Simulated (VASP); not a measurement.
# Mo (Im-3m) in VASP: notebook, part 2 of 3

VASP 6.6.1. Earlier steps stand in the parts before.

**4. Single point, PBE**

This run uses another cell than the first one, of 15.58 Å³/atom, 1.064 times its volume.

File INCAR:

```
ALGO = Normal ; EDIFF = 1E-6
ENCUT = 500 ; GGA = PE
GGA_COMPAT = False ; ISIF = 2
ISMEAR = 0 ; LASPH = True
LCHARG = False ; LREAL = False
LWAVE = False ; NBANDS = 13
NELM = 120 ; PREC = Accurate
SIGMA = 0.05
```

File KPOINTS:

```
k-points
0
Gamma
  13 13 13
```

File POSCAR:

```
Mo
1.0
   -1.5734150000      1.5734150000      1.5734150000
    1.5734150000     -1.5734150000      1.5734150000
    1.5734150000      1.5734150000     -1.5734150000
Mo
1
Direct
    0.0000000000      0.0000000000      0.0000000000
```

Potentials or basis: VASP PAW PBE potentials, release 64 (Mo_sv).

Started as:

```console
> cat potpaw_PBE.64/Mo_sv/POTCAR > POTCAR
> mpirun -np 1 vasp_std > vasp.out
```

OUTCAR:

```text
EDIFF = 1E-6
   ENCUT = 500
   GGA = PE
   ISIF = 2
   ISMEAR = 0
   LASPH = True
   LREAL = False
   NELM = 120
   PREC = Accurate

 ion  position               nearest neighbor table
   1  0.000  0.000  0.000-

  LATTYP: Found a body centered cubic cell.
 ALAT       =     3.1468300000

  Lattice vectors:

 A1 = (  -1.5734150000,   1.5734150000,   1.5734150000)
 A2 = (   1.5734150000,  -1.5734150000,   1.5734150000)
 A3 = (   1.5734150000,   1.5734150000,  -1.5734150000)

Analysis of symmetry for initial positions (statically):
=====================================================================
 Subroutine PRICEL returns:
 Original cell was already a primitive cell.

 Routine SETGRP: Setting up the symmetry group for a
 body centered cubic supercell.

 Subroutine GETGRP returns: Found 48 space group operations
 (whereof 48 operations were pure point group operations)
 out of a pool of 48 trial point group operations.

The static configuration has the point symmetry O_h .

Analysis of symmetry for dynamics (positions and initial velocities):
=====================================================================
 Subroutine PRICEL returns:
 Original cell was already a primitive cell.

 Routine SETGRP: Setting up the symmetry group for a
 body centered cubic supercell.

 Subroutine GETGRP returns: Found 48 space group operations
 (whereof 48 operations were pure point group operations)
 out of a pool of 48 trial point group operations.

The dynamic configuration has the point symmetry O_h .

 Subroutine INISYM returns: Found 48 space group operations
 (whereof 48 operations are pure point group operations),
 and found     1 'primitive' translations

----------------------------------------------------------------------------------------

                                     Primitive cell

  volume of cell :      15.5808

  direct lattice vectors                    reciprocal lattice vectors
    -1.573415000  1.573415000  1.573415000     0.000000000  0.317780115  0.317780115
     1.573415000 -1.573415000  1.573415000     0.317780115  0.000000000  0.317780115
     1.573415000  1.573415000 -1.573415000     0.317780115  0.317780115  0.000000000

  length of vectors
     2.725234721  2.725234721  2.725234721     0.449408949  0.449408949  0.449408949

  position of ions in fractional coordinates (direct lattice)
     0.000000000  0.000000000  0.000000000

  ion indices of the primitive-cell ions
   primitive index   ion index
                 1           1

----------------------------------------------------------------------------------------

 KPOINTS: k-points

Automatic generation of k-mesh.
 Grid dimensions read from file:
 generate k-points for:   13   13   13

 Generating k-lattice:

  Cartesian coordinates                     Fractional coordinates (reciprocal lattice)
     0.000000000  0.024444624  0.024444624     0.076923077  0.000000000  0.000000000
     0.024444624  0.000000000  0.024444624     0.000000000  0.076923077  0.000000000
     0.024444624  0.024444624  0.000000000     0.000000000  0.000000000  0.076923077

  Length of vectors
     0.034569919  0.034569919  0.034569919

  Shift w.r.t. Gamma in fractional coordinates (k-lattice)
     0.000000000  0.000000000  0.000000000

 Subroutine IBZKPT returns following result:
 ===========================================

 Found     84 irreducible k-points:

 Following reciprocal coordinates:
            Coordinates               Weight
  0.000000  0.000000  0.000000      1.000000
  0.076923  0.000000  0.000000     12.000000
  0.153846  0.000000  0.000000     12.000000
  0.230769  0.000000  0.000000     12.000000
  0.307692  0.000000  0.000000     12.000000
  0.384615  0.000000  0.000000     12.000000
[... 16 lines left out ...]
  0.153846  0.076923  0.076923     24.000000
  0.230769  0.076923  0.076923     24.000000
 [... further k-points ...]
   k-points           NKPTS =     84   k-points in BZ     NKDIM =     84   number of bands    NBANDS=     13
   number of dos      NEDOS =    301   number of ions     NIONS =      1
   total plane-waves  NPLWV =   8000
   dimension x,y,z NGX =    20 NGY =   20 NGZ =   20
   dimension x,y,z NGXF=    40 NGYF=   40 NGZF=   40
   ions per type =               1
   NGX,Y,Z   is equivalent  to a cutoff of  12.20, 12.20, 12.20 a.u.
   NGXF,Y,Z  is equivalent  to a cutoff of  24.40, 24.40, 24.40 a.u.
 SYSTEM =  unknown system
   PREC   = accura    normal or accurate (medium, high low for compatibility)
   ISTART =      0    job   : 0-new  1-cont  2-samecut
   ICHARG =      2    charge: 1-file 2-atom 10-const
   ISPIN  =      1    spin polarized calculation?
   LNONCOLLINEAR =      F non collinear calculations
   LSORBIT =      F    spin-orbit coupling
   LASPH  =      T    aspherical Exc in radial PAW
   ENCUT  =  500.0 eV  36.75 Ry    6.06 a.u.   4.97  4.97  4.97*2*pi/ulx,y,z
   NELM   =    120;   NELMIN=  2; NELMDL= -5     # of ELM steps
   EDIFF  = 0.1E-05   stopping-criterion for ELM
   LREAL  =      F    real-space projection
[... 7 lines left out ...]
   TEBEG  =    0.0;   TEEND  =   0.0 temperature during run
   PSTRESS=    0.0 pullay stress
   NELECT =      14.0000    total number of electrons
   NUPDOWN=      -1.0000    fix difference up-down
   EMIN   =  10.00;   EMAX   =-10.00  energy-range for DOS
   EFERMI =   0.00;   METHOD = LEGACY
   ISMEAR =     0;   SIGMA  =   0.05  broadening in eV -4-tet -1-fermi 0-gaus
   EFERMI_NEDOS =   21; number of points for ismear=-14 and -15
   IALGO  =     38    algorithm
   IMIX   =      4    mixing-type and parameters
     AMIX     =   0.40;   BMIX     =  1.00
     AMIX_MAG =   1.60;   BMIX_MAG =  1.00
  volume/ion in A,a.u.               =      15.58       105.14
  Fermi-wavevector in a.u.,A,eV,Ry     =   1.579747  2.985289 33.954710  2.495601
  Thomas-Fermi vector in A             =   2.680079
   LORBIT       =      0    0 simple, 1 ext, 2 COOP (PROOUT), +10 PAW based schemes
   GGA     = PE    functional components
   LHFCALC =     F    Hartree Fock is set to
   AEXX    =    0.0000 exact exchange contribution
   IVDW    =     0    specifies the selected vdW correction
   LEPSILON=     F    determine dielectric tensor
   LRPA    =     F    only Hartree local field effects (RPA)
 non-spin polarized calculation
 Gauss-broadening in eV      SIGMA  =   0.05
  energy-cutoff  :      500.00
  volume of cell :       15.58
 maximum number of plane-waves:       410
   NGX =  9   NGY =  9   NGZ =  9

 number of electron      14.0000001 magnetization

 Free energy of the ion-electron system (eV)
  ---------------------------------------------------
  ext. energy  EPLUGINS =         0.00000000
  ---------------------------------------------------
  free energy    TOTEN  =       -10.93431557 eV

  energy without entropy =      -10.93248852  energy(sigma->0) =      -10.93340204

 E-fermi :  12.8036     XC(G=0): -13.4080

 val. band max:       12.7400104500   @ k =  -0.3077   0.3077   0.1538
 cond. band min:      12.8093360442   @ k =  -0.2308   0.3077   0.0769
 fundamental gap:      0.0693255942
 Fermi energy:        12.8036378614

 k-point     1 :       0.0000    0.0000    0.0000
  band No.  band energies     occupation
      1     -48.6287      2.00000
      2     -21.8880      2.00000
      3     -21.8880      2.00000
      4     -21.8880      2.00000
      5       5.3997      2.00000
      6      11.2783      2.00000
      7      11.2783      2.00000
      8      11.2783      2.00000
      9      14.3173      0.00000
     10      14.3173      0.00000
     11      27.4832      0.00000
     12      27.4832      0.00000
     13      27.4832      0.00000

 k-point     2 :       0.0769    0.0000    0.0000
  band No.  band energies     occupation
      1     -48.6136      2.00000
      2     -21.9747      2.00000
      3     -21.9147      2.00000
      4     -21.8886      2.00000
      5       5.6609      2.00000
      6      11.1313      2.00000
      7      11.2516      2.00000
      8      11.5246      2.00000
      9      14.1078      0.00000
     10      14.3216      0.00000
     11      27.6747      0.00000
[... 339 lines left out ...]
 k-point    24 :       0.2308    0.0769    0.0769
  band No.  band energies     occupation
      1     -48.4352      2.00000
      2     -22.8986      2.00000
      3     -22.1969      2.00000
      4     -21.9681      2.00000
      5       8.1439      2.00000
      6       9.6967      2.00000
      7      10.7307      2.00000
      8      14.1102      0.00000
      9      14.6349      0.00000
     10      16.0086      0.00000
     11      27.0445      0.00000
     12      27.5477      0.00000
     13      31.5289      0.00000

 [... further k-points ...]
[... 5 lines left out ...]
  --------------------------------------------------------------------------------------
  -------------------------------------------------------------------------------------
  Total        0.3559104      0.3559104      0.3559104     -0.0000000      0.0000000      0.0000000
  in kB       36.5983385     36.5983385     36.5983385     -0.0000000      0.0000000      0.0000000
  external PRESSURE =      36.5983385 kB  Pullay stress =       0.0000000 kB

 VOLUME and BASIS-vectors are now :
 -----------------------------------------------------------------------------
  energy-cutoff  :      500.00
  volume of cell :       15.58
      direct lattice vectors                 reciprocal lattice vectors
    -1.573415000  1.573415000  1.573415000     0.000000000  0.317780115  0.317780115
     1.573415000 -1.573415000  1.573415000     0.317780115  0.000000000  0.317780115
     1.573415000  1.573415000 -1.573415000     0.317780115  0.317780115  0.000000000

 POSITION                                       TOTAL-FORCE (eV/Angst)
 -----------------------------------------------------------------------------------
      0.00000      0.00000      0.00000        -0.000000     -0.000000     -0.000000
 -----------------------------------------------------------------------------------
    total drift:                                0.000000     -0.000000      0.000000

  FREE ENERGIE OF THE ION-ELECTRON SYSTEM (eV)
  ---------------------------------------------------
  free  energy   TOTEN  =       -10.9343155739 eV

  energy  without entropy=      -10.9324885155  energy(sigma->0) =      -10.93340204
```

Run time: 8.3 s. Hardware: 1 thread of Intel Xeon Platinum 8375C at 2.90GHz (Ice Lake), shared host; peak memory 0.13 GiB.

What came out:

- Free energy: -10.9343 eV
- Pressure: 3.7 GPa
- Band gap on the k mesh: zero (band 7 reaches 16.27 eV, above the bottom of band 8 at 11.28 eV)

**5. Single point, PBE**

This run uses another cell than the first one, of 16.05 Å³/atom, 1.096 times its volume.

File INCAR:

```
SYSTEM = Mo
  PREC = Accurate
  ENCUT = 500
  EDIFF = 1E-6
  ISMEAR = 0
  SIGMA = 0.05
  LREAL = .FALSE.
  LASPH = .TRUE.
  NELM = 120
  ALGO = Normal
  ISIF = 2
  LWAVE = .FALSE.
  LCHARG = .TRUE.
  GGA = PE
  LELF = .TRUE.
  LVHAR = .TRUE.
  NBANDS = 13
  GGA_COMPAT = .FALSE.
```

File KPOINTS:

```
Automatic mesh
0
G
  13 13 13
  0 0 0
```

File POSCAR:

```
Mo
1.0
   -1.5889943795      1.5889943795      1.5889943795
    1.5889943795     -1.5889943795      1.5889943795
    1.5889943795      1.5889943795     -1.5889943795
Mo
1
Direct
    0.0000000000      0.0000000000      0.0000000000
```

Potentials or basis: VASP PAW PBE potentials, release 64 (Mo_sv).

Started as:

```console
> cat potpaw_PBE.64/Mo_sv/POTCAR > POTCAR
> mpirun -np 1 vasp_std > vasp.out
```

OUTCAR:

```text
SYSTEM = Mo
   PREC = Accurate
   ENCUT = 500
   EDIFF = 1E-6
   ISMEAR = 0
   LREAL = .FALSE.
   LASPH = .TRUE.
   NELM = 120
   ISIF = 2
   GGA = PE

 ion  position               nearest neighbor table
   1  0.000  0.000  0.000-

  LATTYP: Found a body centered cubic cell.
 ALAT       =     3.1779887590

  Lattice vectors:

 A1 = (  -1.5889943795,   1.5889943795,   1.5889943795)
 A2 = (   1.5889943795,  -1.5889943795,   1.5889943795)
 A3 = (   1.5889943795,   1.5889943795,  -1.5889943795)

Analysis of symmetry for initial positions (statically):
=====================================================================
 Subroutine PRICEL returns:
 Original cell was already a primitive cell.

 Routine SETGRP: Setting up the symmetry group for a
 body centered cubic supercell.

 Subroutine GETGRP returns: Found 48 space group operations
 (whereof 48 operations were pure point group operations)
 out of a pool of 48 trial point group operations.

The static configuration has the point symmetry O_h .

Analysis of symmetry for dynamics (positions and initial velocities):
=====================================================================
[... 161 lines left out ...]
 Fermi energy:        12.3208699441

 k-point     1 :       0.0000    0.0000    0.0000
  band No.  band energies     occupation
      1     -49.1062      2.00000
      2     -22.4307      2.00000
      3     -22.4307      2.00000
      4     -22.4307      2.00000
      5       5.0274      2.00000
      6      10.8582      2.00000
      7      10.8582      2.00000
      8      10.8582      2.00000
      9      13.7883      0.00000
     10      13.7883      0.00000
     11      26.9656      0.00000
     12      26.9656      0.00000
     13      26.9656      0.00000
[... 354 lines left out ...]
  band No.  band energies     occupation
      1     -48.9347      2.00000
      2     -23.3499      2.00000
      3     -22.7120      2.00000
      4     -22.5027      2.00000
      5       7.7627      2.00000
      6       9.3402      2.00000
      7      10.2926      2.00000
      8      13.5840      0.00000
      9      14.0873      0.00000
     10      15.3912      0.00000
     11      26.4050      0.00000
     12      26.7028      0.00000
     13      30.5668      0.00000

 [... further k-points ...]
[... 5 lines left out ...]
  --------------------------------------------------------------------------------------
  -------------------------------------------------------------------------------------
  Total       -0.3812392     -0.3812392     -0.3812392      0.0000000     -0.0000000      0.0000000
  in kB      -38.0610778    -38.0610778    -38.0610778      0.0000000     -0.0000000      0.0000000
  external PRESSURE =     -38.0610778 kB  Pullay stress =       0.0000000 kB

 VOLUME and BASIS-vectors are now :
 -----------------------------------------------------------------------------
  energy-cutoff  :      500.00
  volume of cell :       16.05
      direct lattice vectors                 reciprocal lattice vectors
    -1.588994380  1.588994380  1.588994380     0.000000000  0.314664423  0.314664423
     1.588994380 -1.588994380  1.588994380     0.314664423  0.000000000  0.314664423
     1.588994380  1.588994380 -1.588994380     0.314664423  0.314664423  0.000000000

 POSITION                                       TOTAL-FORCE (eV/Angst)
 -----------------------------------------------------------------------------------
      0.00000      0.00000      0.00000        -0.000000     -0.000000      0.000000
 -----------------------------------------------------------------------------------
    total drift:                                0.000000     -0.000000      0.000000

  FREE ENERGIE OF THE ION-ELECTRON SYSTEM (eV)
  ---------------------------------------------------
  free  energy   TOTEN  =       -10.9339565303 eV

  energy  without entropy=      -10.9319934053  energy(sigma->0) =      -10.93297497
```

It took 9 s on 1 thread of Intel Xeon Platinum 8375C at 2.90GHz (Ice Lake), shared host; peak memory 0.13 GiB.

Results:

| Item | Value |
| --- | --- |
| Free energy | -10.9340 eV |
| Pressure | -3.8 GPa |
| Band gap on the k mesh | zero (band 7 reaches 15.64 eV, above the bottom of band 8 at 10.86 eV) |

Levels at points of the mesh, in eV from the Fermi level:
```tsv
k point	band 5	band 6	band 7	band 8	band 9	band 10
(0.00, 0.00, 0.00)	-7.29	-1.46	-1.46	-1.46	1.47	1.47
```

(Continued in part 3 of 3.)
